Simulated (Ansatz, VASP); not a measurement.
Two plane-wave programs on Si3Se2

```
Si Se
1.0
    -1.87612    1.87612    8.94319
     1.87612   -1.87612    8.94319
     1.87612    1.87612   -8.94319
Si Se
3 2
Direct
  0.42260 0.92260 0.50000
  0.07740 0.57740 0.50000
  0.00000 0.00000 0.00000
  0.34269 0.34269 0.00000
  0.65731 0.65731 0.00000
```

Alike in both runs: functional PBE; k mesh 6 × 6 × 6; occupations gaussian, width 0.2 eV; no spin polarisation.

Ansatz relaxed the structure, and its values are those at the end. VASP's run is a single point on that final structure, the one shown.

|  | VASP | Ansatz |
| --- | --- | --- |
| version | VASP 6.6.1 | Ansatz 0.2.0 |
| potentials or method | VASP PAW PBE potentials, release 64 (Si, Se), cutoff 520 eV | scalar-relativistic, plane waves, PAW |
| valence electrons in the cell | 24 | 44 |

Ansatz gave:

- gap on the k mesh at the Fermi level (eV): none
- pressure (GPa): 0.2
- rms of the force components (eV/Å): 0.028

Q: What did VASP give for the same quantities?

A: gap on the k mesh at the Fermi level (eV): none; pressure (GPa): 0.2; rms of the force components (eV/Å): 0.038.

A gap of «none» marks a metal or a gap that the smearing closes. VASP's potentials hold 24 valence electrons a cell and Ansatz's 44, so a difference there can come from the potentials and not from the codes.

The k mesh is coarse, so the values compare programs but aren't converged.
